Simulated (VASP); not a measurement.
# CoO (Fm-3m) in VASP: notebook, part 2 of 2

VASP 6.6.1. Earlier steps stand in the parts before.

### Step 4. Single point, LDA+U, collinear spin, ferromagnetic start (volume scaled by 0.98)

Contents of INCAR:

```
SYSTEM = CoO
  PREC = Accurate
  ENCUT = 600
  EDIFF = 1E-6
  ISMEAR = 0
  SIGMA = 0.05
  LREAL = .FALSE.
  LASPH = .TRUE.
  NELM = 200
  ALGO = Normal
  ISIF = 2
  LWAVE = .FALSE.
  LCHARG = .FALSE.
  ISPIN = 2
  MAGMOM = 2.8 0.31
  LORBIT = 11
  LMAXMIX = 4
  LDAU = .TRUE.
  LDAUTYPE = 2
  LDAUL = 2 -1
  LDAUU = 3.3 0
  LDAUJ = 0 0
  LDAUPRINT = 1
  GGA = CA
  NBANDS = 22
  GGA_COMPAT = .FALSE.
```

Contents of KPOINTS:

```
Automatic mesh
0
G
  10 10 10
  0 0 0
```

Contents of POSCAR:

```
CoO
1.0
    0.0000000000      2.0843401413      2.0843401413
    2.0843401413      0.0000000000      2.0843401413
    2.0843401413      2.0843401413      0.0000000000
Co O
1 1
Direct
    0.0000000000      0.0000000000      0.0000000000
    0.5000000000      0.5000000000      0.5000000000
```

Potentials or basis: VASP PAW LDA potentials, release 64 (Co_sv, O).

On the command line:

```bash
cat potpaw_LDA.64/Co_sv/POTCAR potpaw_LDA.64/O/POTCAR > POTCAR
mpirun -np 1 vasp_std > vasp.out
```

OUTCAR:

```text
SYSTEM = CoO
   PREC = Accurate
   ENCUT = 600
   EDIFF = 1E-6
   ISMEAR = 0
   LREAL = .FALSE.
   LASPH = .TRUE.
   NELM = 200
   ISIF = 2
   ISPIN = 2
   LORBIT = 11
   GGA = CA

 ion  position               nearest neighbor table
   1  0.000  0.000  0.000-   2 2.08   2 2.08   2 2.08   2 2.08   2 2.08   2 2.08
   2  0.500  0.500  0.500-   1 2.08   1 2.08   1 2.08   1 2.08   1 2.08   1 2.08

  LATTYP: Found a face centered cubic cell.
 ALAT       =     4.1686802826

  Lattice vectors:

 A1 = (   0.0000000000,   2.0843401413,   2.0843401413)
 A2 = (   2.0843401413,   0.0000000000,   2.0843401413)
 A3 = (   2.0843401413,   2.0843401413,   0.0000000000)

Analysis of symmetry for initial positions (statically):
=====================================================================
 Subroutine PRICEL returns:
 Original cell was already a primitive cell.

 Routine SETGRP: Setting up the symmetry group for a
 face centered cubic supercell.

 Subroutine GETGRP returns: Found 48 space group operations
 (whereof 48 operations were pure point group operations)
 out of a pool of 48 trial point group operations.

[... 224 lines left out ...]
      1     -86.4126      1.00000
      2     -50.2120      1.00000
      3     -50.2120      1.00000
      4     -50.2120      1.00000
      5     -10.9079      1.00000
      6       4.7970      1.00000
[... 1193 lines left out ...]
     21      40.3590      0.00000
     22      41.5103      0.00000

 [... further k-points ...]
[... 5 lines left out ...]
  --------------------------------------------------------------------------------------
  -------------------------------------------------------------------------------------
  Total       -0.7983609     -0.7983609     -0.7983609      0.0000000      0.0000000      0.0000000
  in kB      -70.6275343    -70.6275343    -70.6275343      0.0000000      0.0000000      0.0000000
  external PRESSURE =     -70.6275343 kB  Pullay stress =       0.0000000 kB

 VOLUME and BASIS-vectors are now :
 -----------------------------------------------------------------------------
  energy-cutoff  :      600.00
  volume of cell :       18.11
      direct lattice vectors                 reciprocal lattice vectors
     0.000000000  2.084340141  2.084340141    -0.239884072  0.239884072  0.239884072
     2.084340141  0.000000000  2.084340141     0.239884072 -0.239884072  0.239884072
     2.084340141  2.084340141  0.000000000     0.239884072  0.239884072 -0.239884072

 POSITION                                       TOTAL-FORCE (eV/Angst)
 -----------------------------------------------------------------------------------
      0.00000      0.00000      0.00000         0.000000      0.000000      0.000000
      2.08434      2.08434      2.08434        -0.000000     -0.000000     -0.000000
 -----------------------------------------------------------------------------------
    total drift:                                0.000000     -0.000000     -0.000000

  FREE ENERGIE OF THE ION-ELECTRON SYSTEM (eV)
  ---------------------------------------------------
  free  energy   TOTEN  =       -12.5968792147 eV

  energy  without entropy=      -12.5924812284  energy(sigma->0) =      -12.59468022

 total charge

# of ion       s       p       d       tot
------------------------------------------
    1        2.155   6.075   6.698  14.928
    2        1.536   3.463   0.000   4.999
--------------------------------------------------
tot          3.691   9.538   6.698  19.926

 magnetization (x)

# of ion       s       p       d       tot
------------------------------------------
    1        0.013   0.011   2.624   2.648
    2        0.029   0.256   0.000   0.285
--------------------------------------------------
tot          0.042   0.266   2.624   2.932
```

stdout:

```text
POSCAR found type information on POSCAR CoO
 POSCAR found :  2 types and       2 ions
 scaLAPACK will be used
 LDA part: xc-table for (Slater(with rela. corr.)+CA(PZ))
 , standard interpolation
 POSCAR, INCAR and KPOINTS ok, starting setup
 FFT: planning ... GRIDC
 FFT: planning ... GRID_SOFT
 FFT: planning ... GRID
 WAVECAR not read
 entering main loop
```

Wall time 49 s (1 thread of Intel Xeon Platinum 8488C (Sapphire Rapids), shared host); peak memory 0.15 GiB.

What came out:

```
Free energy                                           : -12.5969 eV
Pressure                                              : -7.1 GPa
Band gap on the k mesh                                : zero (filled and empty bands overlap)
Net moment                                            : 3.00 μB per cell
Site moments                                          : Co +2.65; O +0.28 μB
Valence electrons inside the program's atomic spheres : Co 14.93; O 5.00
```

Eigenvalues of the final occupation matrices:
```tsv
site	spin	trace	eigenvalues
site 1 d	1	4.68	0.92 0.92 0.92 0.96 0.96
site 1 d	2	2.05	0.12 0.12 0.60 0.60 0.60
```

Caveat: a cell with one magnetic atom can't hold antiferromagnetic order, which such compounds often take. The state reached can hang on the start; a lower one may exist.

### Step 5. Single point, PBE+U, collinear spin, ferromagnetic start

Contents of INCAR:

```
ALGO = Normal
EDIFF = 1E-6
ENCUT = 600
GGA = PE
GGA_COMPAT = False
ISIF = 2
ISMEAR = 0
ISPIN = 2
LASPH = True
LCHARG = True
LDAU = True
LDAUJ = 0 0
LDAUL = 2 -1
LDAUPRINT = 1
LDAUTYPE = 2
LDAUU = 3.3 0
LELF = True
LMAXMIX = 4
LORBIT = 11
LREAL = False
LVHAR = True
LWAVE = False
MAGMOM = 3 0
NBANDS = 22
NELM = 200
PREC = Accurate
SIGMA = 0.05
```

Contents of KPOINTS:

```
k-points
0
Gamma
  10 10 10
```

Contents of POSCAR:

```
CoO
1.0
    0.0000000000      2.1315016559      2.1315016559
    2.1315016559      0.0000000000      2.1315016559
    2.1315016559      2.1315016559      0.0000000000
Co O
1 1
Direct
    0.0000000000      0.0000000000      0.0000000000
    0.5000000000      0.5000000000      0.5000000000
```

Potentials or basis: VASP PAW PBE potentials, release 64 (Co_sv, O).

On the command line:

```bash
cat potpaw_PBE.64/Co_sv/POTCAR potpaw_PBE.64/O/POTCAR > POTCAR
mpirun -np 1 vasp_std > vasp.out
```

It took 24 s on 1 thread of Intel Xeon Platinum 8488C (Sapphire Rapids), shared host; peak memory 0.16 GiB.

It converged, with:

| Property | Result |
| --- | --- |
| Free energy | -11.0472 eV |
| Pressure | -2.6 GPa |
| Band gap on the k mesh | zero (filled and empty bands overlap) |
| Net moment | 3.00 μB per cell |
| Site moments | Co +2.69; O +0.25 μB |
| Valence electrons inside the program's atomic spheres | Co 14.88; O 5.00 |

Levels at points of the mesh, in eV from the Fermi level:
Spin up:
| k point | band 9 | band 10 | band 11 | band 12 | band 13 | band 14 | band 15 | band 16 | band 17 | band 18 |
| --- | --- | --- | --- | --- | --- | --- | --- | --- | --- | --- |
| (0.00, 0.00, 0.00) | -4.14 | -4.14 | -2.63 | -2.63 | -2.63 | 1.31 | 17.11 | 17.95 | 17.95 | 17.95 |
| (0.50, 0.00, 0.00) | -3.52 | -3.52 | -2.68 | -0.27 | -0.27 | 5.36 | 9.67 | 13.66 | 13.66 | 20.41 |
| (0.50, 0.50, 0.00) | -3.87 | -3.87 | -3.68 | -3.24 | -3.24 | 6.07 | 10.20 | 11.51 | 16.03 | 16.03 |
Spin down:
```csv
k point,band 6,band 7,band 8,band 9,band 10,band 11,band 12,band 13,band 14,band 15
"(0.00, 0.00, 0.00)",-2.16,-2.16,-2.16,-1.13,-1.13,-1.13,1.65,1.65,1.80,16.92
"(0.50, 0.00, 0.00)",-7.27,-3.99,-3.99,-0.10,-0.10,0.19,4.08,4.08,5.58,10.42
"(0.50, 0.50, 0.00)",-6.04,-3.43,-3.43,-2.21,0.07,0.07,2.17,2.58,6.97,10.59
```

Eigenvalues of the final occupation matrices:
| site | spin | trace | eigenvalues |
| --- | --- | --- | --- |
| site 1 d | 1 | 4.68 | 0.92 0.92 0.92 0.95 0.95 |
| site 1 d | 2 | 2.01 | 0.10 0.10 0.60 0.60 0.60 |

Caveat: a cell with one magnetic atom can't hold antiferromagnetic order, which such compounds often take. The state reached can hang on the start; a lower one may exist.

### Step 6. Single point, LDA+U, collinear spin, ferromagnetic start

Contents of INCAR:

```
PREC = Accurate ; ENCUT = 600
EDIFF = 1E-6 ; ISMEAR = 0
SIGMA = 0.05 ; LREAL = False
LASPH = True ; NELM = 200
ALGO = Normal ; ISIF = 2
LWAVE = False ; LCHARG = True
ISPIN = 2 ; MAGMOM = 2.86 0
LORBIT = 11 ; LMAXMIX = 4
LDAU = True ; LDAUTYPE = 2
LDAUL = 2 -1 ; LDAUU = 3.3 0
LDAUJ = 0 0 ; LDAUPRINT = 1
GGA = CA ; LELF = True
LVHAR = True ; NBANDS = 22
GGA_COMPAT = False
```

Contents of KPOINTS:

```
Automatic mesh
0
Gamma
  10 10 10
```

POSCAR is that of step 5.

Potentials or basis: VASP PAW LDA potentials, release 64 (Co_sv, O).

On the command line:

```bash
cat potpaw_LDA.64/Co_sv/POTCAR potpaw_LDA.64/O/POTCAR > POTCAR
mpirun -np 1 vasp_std > vasp.out
```

Run time: 31 s. Hardware: 1 thread of Intel Xeon Platinum 8488C (Sapphire Rapids), shared host; peak memory 0.15 GiB.

It converged, with:

```
Free energy                                           : -12.5110 eV
Pressure                                              : -19.2 GPa
Band gap on the k mesh                                : zero (filled and empty bands overlap)
Net moment                                            : 3.00 μB per cell
Site moments                                          : Co +2.65; O +0.27 μB
Valence electrons inside the program's atomic spheres : Co 14.89; O 4.96
```

Levels at points of the mesh, in eV from the Fermi level:
Spin up:
```csv
k point,band 9,band 10,band 11,band 12,band 13,band 14,band 15,band 16,band 17,band 18
"(0.00, 0.00, 0.00)",-4.14,-4.14,-2.75,-2.75,-2.75,1.25,16.85,17.73,17.73,17.73
"(0.50, 0.00, 0.00)",-3.48,-3.48,-2.68,-0.23,-0.23,5.17,9.47,13.40,13.40,20.20
"(0.50, 0.50, 0.00)",-4.00,-4.00,-3.47,-3.21,-3.21,5.88,9.97,11.32,15.75,15.75
```
Spin down:
| k point | band 6 | band 7 | band 8 | band 9 | band 10 | band 11 | band 12 | band 13 | band 14 | band 15 |
| --- | --- | --- | --- | --- | --- | --- | --- | --- | --- | --- |
| (0.00, 0.00, 0.00) | -2.23 | -2.23 | -2.23 | -1.14 | -1.14 | -1.14 | 1.04 | 1.04 | 1.76 | 16.88 |
| (0.50, 0.00, 0.00) | -7.38 | -4.18 | -4.18 | -0.11 | -0.11 | 0.19 | 3.59 | 3.59 | 5.50 | 10.20 |
| (0.50, 0.50, 0.00) | -6.13 | -3.51 | -3.51 | -2.25 | 0.09 | 0.09 | 1.55 | 2.02 | 6.66 | 10.43 |

Eigenvalues of the final occupation matrices:
```
    site  spin  trace               eigenvalues
site 1 d     1   4.67  0.92 0.92 0.92 0.95 0.95
site 1 d     2   2.03  0.12 0.12 0.60 0.60 0.60
```

Caveat: a cell with one magnetic atom can't hold antiferromagnetic order, which such compounds often take.

### Step 7. The runs side by side

```tsv
level	potentials or basis	cell	gap on the mesh (eV)	pressure (GPa)	moment (μB)
BLYP+U	VASP PAW PBE potentials, release 64 (Co_sv, O)	a = 3.014 Å, angles 60.0°, 2 atoms	none	5.1	3.00
LDA+U	VASP PAW LDA potentials, release 64 (Co_sv, O)	a = 2.987 Å, angles 60.0°, 2 atoms	none	-14.8	3.00
LDA+U	VASP PAW LDA potentials, release 64 (Co_sv, O)	a = 2.948 Å, angles 60.0°, 2 atoms	none	-7.1	3.00
PBE+U	VASP PAW PBE potentials, release 64 (Co_sv, O)	a = 3.014 Å, angles 60.0°, 2 atoms	none	-2.6	3.00
LDA+U	VASP PAW LDA potentials, release 64 (Co_sv, O)	a = 3.014 Å, angles 60.0°, 2 atoms	none	-19.2	3.00
```

Alike in all rows: task single point; spin collinear, ferromagnetic start; Co d U = 3.3 eV; k mesh 10 × 10 × 10; cutoff (eV) 600; smearing gaussian 0.05 eV.

Caveats: a cell with one magnetic atom can't hold antiferromagnetic order, which such compounds often take; the PAW data sets were made with another functional, which shifts forces and pressure a little (some runs).

Absolute energies hang on the potentials; compare differences alone.
